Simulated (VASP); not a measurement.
# Al2Cu (I4/mmm) in VASP: further runs

Al2Cu is run at these levels: PBE; tasks: single point, relaxation of cell and atoms.

All numbers are computed with VASP 6.6.1; they aren't measurements. Logs are shortened: lines on timing, memory, paths and dates and some standing lists are left out, and cuts for length are marked.

## (1) The cell of the first run

The typed cell holds 3 atoms: a = 4.089 Å, b = 4.089 Å, c = 4.089 Å, α = 119.99°, β = 119.99°, γ = 90.01°.

## (2) Single point, PBE

INCAR

```
SYSTEM = Al2Cu
  ALGO = Normal
  EDIFF = 1E-6
  ENCUT = 520
  GGA = PE
  ISIF = 2
  ISMEAR = 0
  LASPH = .TRUE.
  LCHARG = .FALSE.
  LREAL = .FALSE.
  LWAVE = .FALSE.
  NBANDS = 16
  NELM = 100
  PREC = Accurate
  SIGMA = 0.1
```

KPOINTS

```
k-points
0
G
  16 16 16
  0 0 0
```

POSCAR

```
Al2Cu
1.0
   -2.0444554327      2.0444554327      2.8908505855
    2.0444554327     -2.0444554327      2.8908505855
    2.0444554327      2.0444554327     -2.8908505855
Al Cu
2 1
Direct
    0.7500000000      0.2500000000      0.5000000000
    0.2500000000      0.7500000000      0.5000000000
    0.5000000000      0.5000000000      0.0000000000
```

Potentials or basis: VASP PAW PBE potentials, release 64 (Al, Cu).

The run is started by

```console
$ cat potpaw_PBE.64/Al/POTCAR potpaw_PBE.64/Cu/POTCAR > POTCAR
$ mpirun -np 1 vasp_std > vasp.out
```

OUTCAR:

```text
SYSTEM = Al2Cu
   EDIFF = 1E-6
   ENCUT = 520
   GGA = PE
   ISIF = 2
   ISMEAR = 0
   LASPH = .TRUE.
   LREAL = .FALSE.
   NELM = 100
   PREC = Accurate

 ion  position               nearest neighbor table
   1  0.750  0.250  0.500-   3 2.50   3 2.50   3 2.50   3 2.50   2 2.89   2 2.89   2 2.89   2 2.89
                             2 2.89   2 2.89
   2  0.250  0.750  0.500-   3 2.50   3 2.50   3 2.50   3 2.50   1 2.89   1 2.89   1 2.89   1 2.89
                             1 2.89   1 2.89
   3  0.500  0.500  0.000-   1 2.50   2 2.50   1 2.50   2 2.50   2 2.50   1 2.50   2 2.50   1 2.50

  LATTYP: Found a body centered tetragonal cell.
 ALAT       =     4.0889108654
 C/A-ratio  =     1.4139954040

  Lattice vectors:

 A1 = (  -2.0444554327,   2.0444554327,   2.8908505855)
 A2 = (   2.0444554327,  -2.0444554327,   2.8908505855)
 A3 = (   2.0444554327,   2.0444554327,  -2.8908505855)

Analysis of symmetry for initial positions (statically):
=====================================================================
 Subroutine PRICEL returns:
 Original cell was already a primitive cell.

 Routine SETGRP: Setting up the symmetry group for a
 body centered tetragonal supercell.

 Subroutine GETGRP returns: Found 16 space group operations
 (whereof 16 operations were pure point group operations)
 out of a pool of 16 trial point group operations.

The static configuration has the point symmetry D_4h.

Analysis of symmetry for dynamics (positions and initial velocities):
=====================================================================
 Subroutine PRICEL returns:
 Original cell was already a primitive cell.

 Routine SETGRP: Setting up the symmetry group for a
 body centered tetragonal supercell.

 Subroutine GETGRP returns: Found 16 space group operations
 (whereof 16 operations were pure point group operations)
 out of a pool of 16 trial point group operations.

The dynamic configuration has the point symmetry D_4h.

 Subroutine INISYM returns: Found 16 space group operations
 (whereof 16 operations are pure point group operations),
 and found     1 'primitive' translations

----------------------------------------------------------------------------------------

                                     Primitive cell

  volume of cell :      48.3327

  direct lattice vectors                    reciprocal lattice vectors
    -2.044455433  2.044455433  2.890850585     0.000000000  0.244563903  0.172959475
     2.044455433 -2.044455433  2.890850585     0.244563903  0.000000000  0.172959475
     2.044455433  2.044455433 -2.890850585     0.244563903  0.244563903  0.000000000

  length of vectors
     4.088595497  4.088595497  4.088595497     0.299543791  0.299543791  0.345865588

  position of ions in fractional coordinates (direct lattice)
     0.750000000  0.250000000  0.500000000
     0.250000000  0.750000000  0.500000000
     0.500000000  0.500000000  0.000000000

  ion indices of the primitive-cell ions
   primitive index   ion index
                 1           1
                 2           2
                 3           3

----------------------------------------------------------------------------------------

 KPOINTS: k-points

Automatic generation of k-mesh.
 Grid dimensions read from file:
 generate k-points for:   16   16   16

 Generating k-lattice:

  Cartesian coordinates                     Fractional coordinates (reciprocal lattice)
     0.000000000  0.015285244  0.010809967     0.062500000  0.000000000  0.000000000
     0.015285244  0.000000000  0.010809967     0.000000000  0.062500000  0.000000000
     0.015285244  0.015285244  0.000000000     0.000000000  0.000000000  0.062500000

  Length of vectors
     0.018721487  0.018721487  0.021616599

  Shift w.r.t. Gamma in fractional coordinates (k-lattice)
     0.000000000  0.000000000  0.000000000

 Subroutine IBZKPT returns following result:
 ===========================================

 Found    349 irreducible k-points:

 Following reciprocal coordinates:
            Coordinates               Weight
  0.000000  0.000000  0.000000      1.000000
  0.062500  0.000000  0.000000      8.000000
  0.125000  0.000000  0.000000      8.000000
  0.187500  0.000000 -0.000000      8.000000
  0.250000  0.000000  0.000000      8.000000
  0.312500  0.000000  0.000000      8.000000
[... 16 lines left out ...]
 -0.125000  0.062500  0.000000     16.000000
 -0.062500  0.062500  0.000000      4.000000
 [... further k-points ...]
   k-points           NKPTS =    349   k-points in BZ     NKDIM =    349   number of bands    NBANDS=     16
   number of dos      NEDOS =    301   number of ions     NIONS =      3
   total plane-waves  NPLWV =  27000
   dimension x,y,z NGX =    30 NGY =   30 NGZ =   30
   dimension x,y,z NGXF=    60 NGYF=   60 NGZF=   60
   ions per type =               2   1
   NGX,Y,Z   is equivalent  to a cutoff of  12.20, 12.20, 12.20 a.u.
   NGXF,Y,Z  is equivalent  to a cutoff of  24.40, 24.40, 24.40 a.u.
 SYSTEM =  Al2Cu
   PREC   = accura    normal or accurate (medium, high low for compatibility)
   ISTART =      0    job   : 0-new  1-cont  2-samecut
   ICHARG =      2    charge: 1-file 2-atom 10-const
   ISPIN  =      1    spin polarized calculation?
   LNONCOLLINEAR =      F non collinear calculations
   LSORBIT =      F    spin-orbit coupling
   LASPH  =      T    aspherical Exc in radial PAW
   ENCUT  =  520.0 eV  38.22 Ry    6.18 a.u.   7.60  7.60  7.60*2*pi/ulx,y,z
   NELM   =    100;   NELMIN=  2; NELMDL= -5     # of ELM steps
   EDIFF  = 0.1E-05   stopping-criterion for ELM
   LREAL  =      F    real-space projection
   EDIFFG = 0.1E-04   stopping-criterion for IOM
   NSW    =      0    number of steps for IOM
   IBRION =     -1    ionic relax: 0-MD 1-quasi-New 2-CG
   NFREE  =      0    steps in history (QN), initial steepest desc. (CG)
   ISIF   =      2    stress and relaxation
   ISYM   =      2    0-nonsym 1-usesym 2-fastsym
   POTIM  = 0.5000    time-step for ionic-motion
   TEBEG  =    0.0;   TEEND  =   0.0 temperature during run
   PSTRESS=    0.0 pullay stress
   NELECT =      17.0000    total number of electrons
   NUPDOWN=      -1.0000    fix difference up-down
   EMIN   =  10.00;   EMAX   =-10.00  energy-range for DOS
   EFERMI =   0.00;   METHOD = LEGACY
   ISMEAR =     0;   SIGMA  =   0.10  broadening in eV -4-tet -1-fermi 0-gaus
   EFERMI_NEDOS =   21; number of points for ismear=-14 and -15
   IALGO  =     38    algorithm
   IMIX   =      4    mixing-type and parameters
     AMIX     =   0.40;   BMIX     =  1.00
     AMIX_MAG =   1.60;   BMIX_MAG =  1.00
  volume/ion in A,a.u.               =      16.11       108.72
  Fermi-wavevector in a.u.,A,eV,Ry     =   1.155609  2.183784 18.169650  1.335432
  Thomas-Fermi vector in A             =   2.292236
   LORBIT       =      0    0 simple, 1 ext, 2 COOP (PROOUT), +10 PAW based schemes
   GGA     = PE    functional components
   LHFCALC =     F    Hartree Fock is set to
   AEXX    =    0.0000 exact exchange contribution
   IVDW    =     0    specifies the selected vdW correction
   LEPSILON=     F    determine dielectric tensor
   LRPA    =     F    only Hartree local field effects (RPA)
 non-spin polarized calculation
 Gauss-broadening in eV      SIGMA  =   0.10
  energy-cutoff  :      520.00
  volume of cell :       48.33
 maximum number of plane-waves:      1319
   NGX = 15   NGY = 15   NGZ = 15

 number of electron      16.9999990 magnetization

 Free energy of the ion-electron system (eV)
  ---------------------------------------------------
  ext. energy  EPLUGINS =         0.00000000
  ---------------------------------------------------
  free energy    TOTEN  =       -11.75046778 eV

  energy without entropy =      -11.74637520  energy(sigma->0) =      -11.74842149

 E-fermi :   6.9056     XC(G=0): -10.4073

 val. band max:        6.8872800872   @ k =  -0.0625   0.1250   0.0625
 cond. band min:       6.9132658822   @ k =  -0.2500   0.3125   0.1875
 fundamental gap:      0.0259857950
 Fermi energy:         6.9056365648

 k-point     1 :       0.0000    0.0000    0.0000
  band No.  band energies     occupation
      1      -3.2197      2.00000
      2       2.4034      2.00000
      3       2.4035      2.00000
      4       2.4035      2.00000
      5       2.9522      2.00000
      6       2.9525      2.00000
[... 8 lines left out ...]
     15      13.7914      0.00000
     16      13.7963      0.00000

 k-point     2 :       0.0625    0.0000    0.0000
  band No.  band energies     occupation
      1      -3.1678      2.00000
      2       2.3860      2.00000
      3       2.4116      2.00000
      4       2.4117      2.00000
      5       2.9501      2.00000
      6       2.9503      2.00000
[... 8 lines left out ...]
     15      13.1747      0.00000
     16      13.6578      0.00000

 k-point     3 :       0.1250    0.0000    0.0000
  band No.  band energies     occupation
      1      -3.0127      2.00000
      2       2.3329      2.00000
      3       2.4343      2.00000
      4       2.4344      2.00000
      5       2.9451      2.00000
      6       2.9454      2.00000
[... 8 lines left out ...]
     15      12.5751      0.00000
     16      13.3752      0.00000

 k-point     4 :       0.1875    0.0000   -0.0000
  band No.  band energies     occupation
      1      -2.7557      2.00000
      2       2.2402      2.00000
      3       2.4661      2.00000
      4       2.4662      2.00000
      5       2.9417      2.00000
      6       2.9419      2.00000
[... 8 lines left out ...]
     15      12.7530      0.00000
     16      13.6542      0.00000

 k-point     5 :       0.2500    0.0000    0.0000
  band No.  band energies     occupation
      1      -2.3998      2.00000
      2       2.0917      2.00000
      3       2.4988      2.00000
      4       2.4989      2.00000
      5       2.9456      2.00000
      6       2.9457      2.00000
[... 8 lines left out ...]
     15      13.1051      0.00000
     16      14.5262      0.00000

 k-point     6 :       0.3125    0.0000    0.0000
  band No.  band energies     occupation
      1      -1.9506      2.00000
      2       1.8408      2.00000
      3       2.5243      2.00000
      4       2.5243      2.00000
      5       2.9604      2.00000
      6       2.9606      2.00000
[... 8 lines left out ...]
     15      13.9539      0.00000
     16      15.4632      0.00000

 k-point     7 :       0.3750    0.0000   -0.0000
  band No.  band energies     occupation
      1      -1.4200      2.00000
      2       1.4141      2.00000
      3       2.5388      2.00000
      4       2.5389      2.00000
      5       2.9833      2.00000
      6       2.9834      2.00000
[... 8 lines left out ...]
     15      14.9203      0.00000
     16      16.4588      0.00000

 k-point     8 :       0.4375    0.0000   -0.0000
  band No.  band energies     occupation
      1      -0.8461      2.00000
      2       0.8363      2.00000
      3       2.5449      2.00000
      4       2.5449      2.00000
      5       3.0042      2.00000
      6       3.0042      2.00000
[... 8 lines left out ...]
     15      15.9276      0.00000
     16      17.4966      0.00000

 k-point     9 :       0.5000    0.0000    0.0000
  band No.  band energies     occupation
      1      -0.4719      2.00000
      2       0.4442      2.00000
      3       2.5463      2.00000
      4       2.5464      2.00000
      5       2.9931      2.00000
      6       3.0126      2.00000
[... 8 lines left out ...]
     15      16.5833      0.00000
     16      18.0688      0.00000
[... 172 lines left out ...]
 k-point    19 :      -0.3750    0.0625    0.0000
  band No.  band energies     occupation
      1      -1.5595      2.00000
      2       1.5950      2.00000
      3       2.5362      2.00000
      4       2.5404      2.00000
      5       2.9466      2.00000
      6       3.0004      2.00000
[... 8 lines left out ...]
     15      15.2544      0.00000
     16      16.4681      0.00000

 k-point    20 :      -0.3125    0.0625    0.0000
  band No.  band energies     occupation
      1      -2.0648      2.00000
      2       1.9441      2.00000
      3       2.5210      2.00000
      4       2.5222      2.00000
      5       2.9199      2.00000
      6       2.9836      2.00000
[... 8 lines left out ...]
     15      14.3210      0.00000
     16      15.4899      0.00000

 k-point    21 :      -0.2500    0.0625    0.0000
  band No.  band energies     occupation
      1      -2.4835      2.00000
      2       2.1448      2.00000
      3       2.4927      2.00000
      4       2.4957      2.00000
      5       2.9096      2.00000
      6       2.9712      2.00000
[... 8 lines left out ...]
     15      13.5096      0.00000
     16      14.5595      0.00000

 k-point    22 :      -0.1875    0.0625    0.0000
  band No.  band energies     occupation
      1      -2.8066      2.00000
      2       2.2668      2.00000
      3       2.4603      2.00000
      4       2.4624      2.00000
      5       2.9145      2.00000
      6       2.9651      2.00000
[... 8 lines left out ...]
     15      13.0854      0.00000
     16      13.7778      0.00000

 k-point    23 :      -0.1250    0.0625    0.0000
  band No.  band energies     occupation
      1      -3.0298      2.00000
      2       2.3426      2.00000
      3       2.4316      2.00000
      4       2.4324      2.00000
      5       2.9271      2.00000
      6       2.9622      2.00000
[... 8 lines left out ...]
     15      13.3413      0.00000
     16      13.7905      0.00000

 k-point    24 :      -0.0625    0.0625    0.0000
  band No.  band energies     occupation
      1      -3.1505      2.00000
      2       2.3819      2.00000
      3       2.4138      2.00000
      4       2.4139      2.00000
      5       2.9403      2.00000
      6       2.9582      2.00000
[... 8 lines left out ...]
     15      13.8747      0.00000
     16      13.8796      0.00000

 [... further k-points ...]
[... 5 lines left out ...]
  --------------------------------------------------------------------------------------
  -------------------------------------------------------------------------------------
  Total        0.0397730      0.0397730      0.0442902      0.0000000     -0.0000000      0.0000000
  in kB        1.3184317      1.3184317      1.4681722      0.0000000     -0.0000000      0.0000000
  external PRESSURE =       1.3683452 kB  Pullay stress =       0.0000000 kB

 VOLUME and BASIS-vectors are now :
 -----------------------------------------------------------------------------
  energy-cutoff  :      520.00
  volume of cell :       48.33
      direct lattice vectors                 reciprocal lattice vectors
    -2.044455433  2.044455433  2.890850585     0.000000000  0.244563903  0.172959475
     2.044455433 -2.044455433  2.890850585     0.244563903  0.000000000  0.172959475
     2.044455433  2.044455433 -2.890850585     0.244563903  0.244563903  0.000000000

 POSITION                                       TOTAL-FORCE (eV/Angst)
 -----------------------------------------------------------------------------------
     -0.00000      2.04446      1.44543         0.000000     -0.000000      0.000000
      2.04446     -0.00000      1.44543        -0.000000      0.000000     -0.000000
      0.00000      0.00000      2.89085         0.000000     -0.000000      0.000000
 -----------------------------------------------------------------------------------
    total drift:                                0.000000     -0.000000      0.000000

  FREE ENERGIE OF THE ION-ELECTRON SYSTEM (eV)
  ---------------------------------------------------
  free  energy   TOTEN  =       -11.7504677829 eV

  energy  without entropy=      -11.7463751953  energy(sigma->0) =      -11.74842149
```

It took 2 min on 1 thread of AMD EPYC 9R45 (Zen 5), shared host; peak memory 0.35 GiB.

What came out:

```yaml
Free_energy: -11.7505 eV
Pressure: 0.1 GPa
```

(Continued in part 2 of 2.)
